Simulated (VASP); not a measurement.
# Os (P6_3/mmc) in VASP: notebook

Runs on Os. Level: BLYP. Tasks: single point, relaxation of cell and atoms.

Program: VASP 6.6.1. These are calculated values, not measurements. Logs are shortened: lines on timing, memory, paths and dates and some standing lists are left out, and cuts for length are marked.

**1. The cell of the first run**

It takes space group P6_3/mmc (No. 194, hexagonal). Conventional cell: a = 2.798 Å, b = 2.798 Å, c = 4.398 Å, α = 90.00°, β = 90.00°, γ = 120.00°. Os (site symmetry -6m2) has 12 Os at 2.73 to 2.80 Å within 3.6 Å.

**2. Single point, BLYP**

INCAR

```
PREC = Accurate ; ENCUT = 560
EDIFF = 1E-6 ; ISMEAR = -1
SIGMA = 0.1 ; LREAL = F
LASPH = T ; NELM = 120
ALGO = Normal ; ISIF = 2
LWAVE = F ; LCHARG = T
GGA = B5 ; ALDAX = 1.0
AGGAX = 1.0 ; AGGAC = 1.0
ALDAC = 0.0 ; LELF = T
LVHAR = T ; NBANDS = 23
GGA_COMPAT = F
```

KPOINTS

```
regular mesh
0
Gamma
  13 13 7
```

POSCAR

```
Os
1.0
    2.7979514778      0.0000000000      0.0000000000
   -1.3989757389      2.4230970584      0.0000000000
    0.0000000000      0.0000000000      4.3983000374
Os
2
Direct
    0.3333333333      0.6666666667      0.2500000000
    0.6666666667      0.3333333333      0.7500000000
```

Potentials or basis: VASP PAW PBE potentials, release 64 (Os_sv_GW).

Started as:

```bash
$ cat potpaw_PBE.64/Os_sv_GW/POTCAR > POTCAR
$ mpirun -np 1 vasp_std > vasp.out
```

OUTCAR:

```text
PREC = Accurate
   ENCUT = 560
   EDIFF = 1E-6
   ISMEAR = -1
   LREAL = F
   LASPH = T
   NELM = 120
   ISIF = 2
   GGA = B5

 ion  position               nearest neighbor table
   1  0.333  0.667  0.250-   2 2.73   2 2.73   2 2.73   2 2.73   2 2.73   2 2.73
   2  0.667  0.333  0.750-   1 2.73   1 2.73   1 2.73   1 2.73   1 2.73   1 2.73

  LATTYP: Found a hexagonal cell.
 ALAT       =     2.7979514778
 C/A-ratio  =     1.5719715200

  Lattice vectors:

 A1 = (   2.7979514778,   0.0000000000,   0.0000000000)
 A2 = (  -1.3989757389,   2.4230970584,   0.0000000000)
 A3 = (   0.0000000000,   0.0000000000,   4.3983000374)

Analysis of symmetry for initial positions (statically):
=====================================================================
 Subroutine PRICEL returns:
 Original cell was already a primitive cell.

 Routine SETGRP: Setting up the symmetry group for a
 hexagonal supercell.

 Subroutine GETGRP returns: Found 24 space group operations
 (whereof 12 operations were pure point group operations)
 out of a pool of 24 trial point group operations.

The static configuration has the point symmetry D_3d.
 The point group associated with its full space group is D_6h.

Analysis of symmetry for dynamics (positions and initial velocities):
=====================================================================
 Subroutine PRICEL returns:
 Original cell was already a primitive cell.

 Routine SETGRP: Setting up the symmetry group for a
 hexagonal supercell.

 Subroutine GETGRP returns: Found 24 space group operations
 (whereof 12 operations were pure point group operations)
 out of a pool of 24 trial point group operations.

The dynamic configuration has the point symmetry D_3d.
 The point group associated with its full space group is D_6h.

 Subroutine INISYM returns: Found 24 space group operations
 (whereof 12 operations are pure point group operations),
 and found     1 'primitive' translations

----------------------------------------------------------------------------------------

                                     Primitive cell

  volume of cell :      29.8192

  direct lattice vectors                    reciprocal lattice vectors
     2.797951478  0.000000000  0.000000000     0.357404340  0.206347492  0.000000000
    -1.398975739  2.423097058  0.000000000     0.000000000  0.412694983  0.000000000
     0.000000000  0.000000000  4.398300037     0.000000000  0.000000000  0.227360569

  length of vectors
[... 72 lines left out ...]
 SYSTEM =  unknown system
   PREC   = accura    normal or accurate (medium, high low for compatibility)
   ISTART =      0    job   : 0-new  1-cont  2-samecut
   ICHARG =      2    charge: 1-file 2-atom 10-const
   ISPIN  =      1    spin polarized calculation?
   LNONCOLLINEAR =      F non collinear calculations
   LSORBIT =      F    spin-orbit coupling
   LASPH  =      T    aspherical Exc in radial PAW
   ENCUT  =  560.0 eV  41.16 Ry    6.42 a.u.   5.40  5.40  8.49*2*pi/ulx,y,z
   NELM   =    120;   NELMIN=  2; NELMDL= -5     # of ELM steps
   EDIFF  = 0.1E-05   stopping-criterion for ELM
   LREAL  =      F    real-space projection
   EDIFFG = 0.1E-04   stopping-criterion for IOM
   NSW    =      0    number of steps for IOM
   IBRION =     -1    ionic relax: 0-MD 1-quasi-New 2-CG
   NFREE  =      0    steps in history (QN), initial steepest desc. (CG)
   ISIF   =      2    stress and relaxation
   ISYM   =      2    0-nonsym 1-usesym 2-fastsym
   POTIM  = 0.5000    time-step for ionic-motion
   TEBEG  =    0.0;   TEEND  =   0.0 temperature during run
   PSTRESS=    0.0 pullay stress
   NELECT =      32.0000    total number of electrons
   NUPDOWN=      -1.0000    fix difference up-down
   EMIN   =  10.00;   EMAX   =-10.00  energy-range for DOS
   EFERMI =   0.00;   METHOD = LEGACY
   ISMEAR =    -1;   SIGMA  =   0.10  broadening in eV -4-tet -1-fermi 0-gaus
   EFERMI_NEDOS =   21; number of points for ismear=-14 and -15
   IALGO  =     38    algorithm
   IMIX   =      4    mixing-type and parameters
     AMIX     =   0.40;   BMIX     =  1.00
     AMIX_MAG =   1.60;   BMIX_MAG =  1.00
  volume/ion in A,a.u.               =      14.91       100.61
  Fermi-wavevector in a.u.,A,eV,Ry     =   1.676073  3.167318 38.221759  2.809220
  Thomas-Fermi vector in A             =   2.760580
   LORBIT       =      0    0 simple, 1 ext, 2 COOP (PROOUT), +10 PAW based schemes
   GGA     = B5    functional components
   LHFCALC =     F    Hartree Fock is set to
   AEXX    =    0.0000 exact exchange contribution
   IVDW    =     0    specifies the selected vdW correction
   LEPSILON=     F    determine dielectric tensor
   LRPA    =     F    only Hartree local field effects (RPA)
 non-spin polarized calculation
  energy-cutoff  :      560.00
  volume of cell :       29.82
 maximum number of plane-waves:       913
 NGX is ok and might be reduce to    24
   NGX = 11   NGY = 11   NGZ = 17

 number of electron      31.9999999 magnetization

 Free energy of the ion-electron system (eV)
  ---------------------------------------------------
  ext. energy  EPLUGINS =         0.00000000
  ---------------------------------------------------
  free energy    TOTEN  =       -21.59901174 eV

  energy without entropy =      -21.55649852  energy(sigma->0) =      -21.57775513

 E-fermi :  13.2346     XC(G=0): -13.5189

 val. band max:       13.2237886623   @ k =   0.3077   0.3077   0.2857
 cond. band min:      13.3149752733   @ k =   0.3846   0.2308   0.2857
 fundamental gap:      0.0911866110
 Fermi energy:        13.2345933402

 k-point     1 :       0.0000    0.0000    0.0000
  band No.  band energies     occupation
      1     -72.9320      2.00000
      2     -72.8418      2.00000
      3     -33.0469      2.00000
      4     -32.2852      2.00000
      5     -32.2852      2.00000
      6     -32.1331      2.00000
[... 613 lines left out ...]
     22      27.9508      0.00000
     23      29.7961      0.00000

 [... further k-points ...]
[... 5 lines left out ...]
  --------------------------------------------------------------------------------------
  -------------------------------------------------------------------------------------
  Total        0.0024359      0.0024359      0.0305635      0.0000000      0.0000000     -0.0000000
  in kB        0.1308799      0.1308799      1.6421710      0.0000000      0.0000000     -0.0000000
  external PRESSURE =       0.6346436 kB  Pullay stress =       0.0000000 kB

 VOLUME and BASIS-vectors are now :
 -----------------------------------------------------------------------------
  energy-cutoff  :      560.00
  volume of cell :       29.82
      direct lattice vectors                 reciprocal lattice vectors
     2.797951478  0.000000000  0.000000000     0.357404340  0.206347492  0.000000000
    -1.398975739  2.423097058  0.000000000     0.000000000  0.412694983  0.000000000
     0.000000000  0.000000000  4.398300037     0.000000000  0.000000000  0.227360569

 POSITION                                       TOTAL-FORCE (eV/Angst)
 -----------------------------------------------------------------------------------
     -0.00000      1.61540      1.09958         0.000000      0.000000      0.000000
      1.39898      0.80770      3.29873        -0.000000      0.000000      0.000000
 -----------------------------------------------------------------------------------
    total drift:                               -0.000000      0.000000     -0.000000

  FREE ENERGIE OF THE ION-ELECTRON SYSTEM (eV)
  ---------------------------------------------------
  free  energy   TOTEN  =       -21.5990117355 eV

  energy  without entropy=      -21.5564985194  energy(sigma->0) =      -21.57775513
```

OSZICAR:

```text
N       E                     dE             d eps       ncg     rms          rms(c)
DAV:   1     0.330485896208E+03    0.33049E+03   -0.23562E+04  3960   0.156E+03
DAV:   2    -0.132623476332E+02   -0.34375E+03   -0.32900E+03  4678   0.477E+02
DAV:   3    -0.239906217279E+02   -0.10728E+02   -0.10639E+02  4655   0.816E+01
DAV:   4    -0.240341967337E+02   -0.43575E-01   -0.43560E-01  4354   0.584E+00
DAV:   5    -0.240343641306E+02   -0.16740E-03   -0.16739E-03  4704   0.325E-01    0.122E+02
DAV:   6    -0.218344383145E+02    0.21999E+01   -0.37626E+00  4172   0.144E+01    0.645E+01
DAV:   7    -0.216380259857E+02    0.19641E+00   -0.14514E+00  4578   0.844E+00    0.125E+01
DAV:   8    -0.215996805850E+02    0.38345E-01   -0.14099E-01  4179   0.323E+00    0.119E+00
DAV:   9    -0.215991186495E+02    0.56194E-03   -0.31134E-03  4621   0.401E-01    0.591E-01
DAV:  10    -0.215990052274E+02    0.11342E-03   -0.18493E-04  4277   0.153E-01    0.404E-01
DAV:  11    -0.215990115229E+02   -0.62955E-05   -0.47139E-06  4013   0.217E-02    0.352E-02
DAV:  12    -0.215990117355E+02   -0.21258E-06   -0.13221E-07  2457   0.312E-03
   1 F= -.21599012E+02 E0= -.21577755E+02  d E =-.425132E-01
```

stdout:

```text
POSCAR found type information on POSCAR Os
 POSCAR found :  1 types and       2 ions
 scaLAPACK will be used
 -----------------------------------------------------------------------------
|                                                                             |
|                                                                             |
|     You enforced a specific xc type in the INCAR file but a different       |
|     I HOPE YOU KNOW WHAT YOU ARE DOING!                                     |
|                                                                             |
 -----------------------------------------------------------------------------

 LDA part: xc-table for (Slater(with rela. corr.)+VWN5), standard interpolation
 POSCAR, INCAR and KPOINTS ok, starting setup
 FFT: planning ... GRIDC
 FFT: planning ... GRID_SOFT
 FFT: planning ... GRID
 WAVECAR not read
 entering main loop
```

It took 30 s on 1 thread of Intel Xeon 6975P-C (Granite Rapids), shared host; peak memory 0.19 GiB.

Results:

| Property | Result |
| --- | --- |
| Free energy | -21.5990 eV |
| Pressure | 0.1 GPa |
| Band gap on the k mesh | zero (bands 16 and 17 overlap by 3.46 eV) |

Caveat: the PAW data sets were made with another functional, which shifts forces and pressure a little; spin-orbit coupling is left out, which moves the levels of the heavy elements.

**3. Single point, BLYP (14.31 Å³/atom)**

This run uses another cell than the first one, of 14.31 Å³/atom.

INCAR

```
SYSTEM = Os
PREC = Accurate
ENCUT = 560
EDIFF = 1E-6
ISMEAR = -1
SIGMA = 0.1
LREAL = .False.
LASPH = .True.
NELM = 120
ALGO = Normal
ISIF = 2
LWAVE = .False.
LCHARG = .False.
GGA = B5
ALDAX = 1.0
AGGAX = 1.0
AGGAC = 1.0
ALDAC = 0.0
NBANDS = 23
GGA_COMPAT = .False.
```

KPOINTS

```
Automatic mesh
0
Gamma
  21 21 12
  0 0 0
```

POSCAR

```
Os
1.0
    2.7601366872      0.0000000000      0.0000000000
   -1.3800683436      2.3903484891      0.0000000000
    0.0000000000      0.0000000000      4.3388562635
Os
2
Direct
    0.3333333333      0.6666666667      0.2500000000
    0.6666666667      0.3333333333      0.7500000000
```

Potentials or basis: VASP PAW PBE potentials, release 64 (Os_sv_GW).

Started as:

```bash
$ cat potpaw_PBE.64/Os_sv_GW/POTCAR > POTCAR
$ mpirun -np 1 vasp_std > vasp.out
```

OUTCAR:

```text
SYSTEM = Os
   PREC = Accurate
   ENCUT = 560
   EDIFF = 1E-6
   ISMEAR = -1
   LREAL = .False.
   LASPH = .True.
   NELM = 120
   ISIF = 2
   GGA = B5

 ion  position               nearest neighbor table
   1  0.333  0.667  0.250-   2 2.69   2 2.69   2 2.69   2 2.69   2 2.69   2 2.69
   2  0.667  0.333  0.750-   1 2.69   1 2.69   1 2.69   1 2.69   1 2.69   1 2.69

  LATTYP: Found a hexagonal cell.
 ALAT       =     2.7601366872
 C/A-ratio  =     1.5719715200

  Lattice vectors:

[... 812 lines left out ...]

------------------------ aborting loop because EDIFF is reached ----------------------------------------

  FORCE on cell =-STRESS in cart. coord.  units (eV):
  Direction    XX          YY          ZZ          XY          YZ          ZX
  --------------------------------------------------------------------------------------
  -------------------------------------------------------------------------------------
  Total        2.6956537      2.6956537      3.1038822      0.0000000      0.0000000      0.0000000
  in kB      150.8716412    150.8716412    173.7195694      0.0000000      0.0000000      0.0000000
  external PRESSURE =     158.4876173 kB  Pullay stress =       0.0000000 kB

 VOLUME and BASIS-vectors are now :
 -----------------------------------------------------------------------------
  energy-cutoff  :      560.00
  volume of cell :       28.63
      direct lattice vectors                 reciprocal lattice vectors
     2.760136687  0.000000000  0.000000000     0.362300898  0.209174521  0.000000000
    -1.380068344  2.390348489  0.000000000     0.000000000  0.418349042  0.000000000
     0.000000000  0.000000000  4.338856264     0.000000000  0.000000000  0.230475485

 POSITION                                       TOTAL-FORCE (eV/Angst)
 -----------------------------------------------------------------------------------
     -0.00000      1.59357      1.08471         0.000000      0.000000      0.000000
      1.38007      0.79678      3.25414        -0.000000     -0.000000      0.000000
 -----------------------------------------------------------------------------------
    total drift:                               -0.000000      0.000000     -0.000000

  FREE ENERGIE OF THE ION-ELECTRON SYSTEM (eV)
  ---------------------------------------------------
  free  energy   TOTEN  =       -21.5287619325 eV

  energy  without entropy=      -21.4852599376  energy(sigma->0) =      -21.50701094
```

OSZICAR:

```text
N       E                     dE             d eps       ncg     rms          rms(c)
DAV:   1     0.330545210366E+03    0.33055E+03   -0.23620E+04 15904   0.157E+03
DAV:   2    -0.132010124543E+02   -0.34375E+03   -0.32949E+03 18694   0.482E+02
DAV:   3    -0.237496193825E+02   -0.10549E+02   -0.10471E+02 18901   0.813E+01
DAV:   4    -0.237908379109E+02   -0.41219E-01   -0.41210E-01 17060   0.572E+00
DAV:   5    -0.237909843482E+02   -0.14644E-03   -0.14643E-03 18944   0.309E-01    0.125E+02
DAV:   6    -0.217639336194E+02    0.20271E+01   -0.33767E+00 16961   0.138E+01    0.669E+01
DAV:   7    -0.215674393281E+02    0.19649E+00   -0.14475E+00 18557   0.856E+00    0.122E+01
DAV:   8    -0.215292449329E+02    0.38194E-01   -0.14301E-01 16660   0.328E+00    0.114E+00
DAV:   9    -0.215288677514E+02    0.37718E-03   -0.25248E-03 18641   0.375E-01    0.637E-01
DAV:  10    -0.215287550433E+02    0.11271E-03   -0.18935E-04 16856   0.155E-01    0.437E-01
DAV:  11    -0.215287617063E+02   -0.66630E-05   -0.45079E-06 15764   0.219E-02    0.309E-02
DAV:  12    -0.215287619325E+02   -0.22617E-06   -0.14409E-07  9744   0.334E-03
   1 F= -.21528762E+02 E0= -.21507011E+02  d E =-.435020E-01
```

Run time: 2.9 min. Hardware: 1 thread of Intel Xeon Platinum 8259CL at 2.50GHz (Skylake/Cascade Lake), shared host; peak memory 0.33 GiB.

Results:

| Item | Value |
| --- | --- |
| Free energy | -21.5288 eV |
| Pressure | 15.8 GPa |
| Band gap on the k mesh | zero (bands 16 and 17 overlap by 3.76 eV) |

Levels at points of the mesh, in eV from the Fermi level:
| k point | band 13 | band 14 | band 15 | band 16 | band 17 | band 18 | band 19 | band 20 |
| --- | --- | --- | --- | --- | --- | --- | --- | --- |
| (0.00, 0.00, 0.00) | -2.69 | -2.18 | -2.18 | -1.61 | -1.61 | 0.42 | 1.58 | 1.58 |
| (0.00, 0.00, 0.50) | -3.20 | -3.20 | -3.20 | -3.20 | 0.81 | 0.81 | 0.81 | 0.81 |

Caveat: the cell stands under pressure; the PAW data sets were made with another functional, which shifts forces and pressure a little; spin-orbit coupling is left out, which moves the levels of the heavy elements.

[end of part 1 of 2]

The gap in the log of VASP goes by the Fermi energy; the results here count the filled bands.